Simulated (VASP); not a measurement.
**CuO: single point with PBE**

CuO:

```
Cu O
1.0
     4.13277    0.00000    0.00000
     0.00000    4.13597    0.00000
     0.00000    0.00000    5.25429
Cu O
4 4
Direct
  0.25000 0.25000 0.50000
  0.25000 0.75000 0.00000
  0.75000 0.75000 0.50000
  0.75000 0.25000 0.00000
  0.50000 0.00000 0.75000
  0.50000 0.00000 0.25000
  0.00000 0.50000 0.75000
  0.00000 0.50000 0.25000
```

This cell differs from its parent crystal: uniaxial strain along c: +2.0 %, then relaxed in part.

```json
{"Program": "VASP 6.6.1", "Task": "single point", "Functional": "PBE", "Potentials or basis": "VASP PAW PBE potentials, release 64 (Cu, O)", "Cutoff": "520 eV", "k mesh": "8 × 8 × 8", "Occupations": "gaussian, width 0.1 eV", "Spin": "no spin polarisation"}
```

| Property | Result |
| --- | --- |
| Pressure | -0.8 GPa |
| Band gap on the k mesh | zero (band 34 reaches 5.33 eV, above the bottom of band 35 at 4.24 eV) |

Stress tensor (GPa, compression positive):
```
 0.51  0.00  0.00
 0.00  0.50  0.00
 0.00  0.00 -3.55
```

Levels at points of the mesh, in eV from the Fermi level:
```
           k point  band 32  band 33  band 34  band 35  band 36  band 37
(0.00, 0.00, 0.00)    -1.15    -1.15     0.63     0.63     1.12     1.37
(0.50, 0.00, 0.00)    -1.58    -0.55    -0.55     0.59     0.59     3.92
(0.00, 0.50, 0.00)    -1.58    -0.55    -0.55     0.59     0.59     3.92
(0.50, 0.50, 0.00)    -1.44     0.19     0.19     0.43     0.43     3.60
(0.00, 0.00, 0.50)    -1.36    -0.49    -0.49     0.10     0.10     3.46
(0.50, 0.00, 0.50)    -1.75    -0.46    -0.46    -0.46    -0.46     4.84
(0.00, 0.50, 0.50)    -1.75    -0.46    -0.46    -0.46    -0.46     4.84
(0.50, 0.50, 0.50)    -1.79    -0.16    -0.16     0.64     0.64     4.29
```

It took 4.1 min on 1 thread of AMD EPYC 9R45 96-Core Processor (Zen 5), on a shared host, peak memory 0.42 GiB.

Caveat: the cell differs from its parent crystal (uniaxial strain along c: +2.0 %, then relaxed in part); semilocal functionals often make such compounds metallic where correlation or magnetic order opens a gap, which also shifts bond lengths.
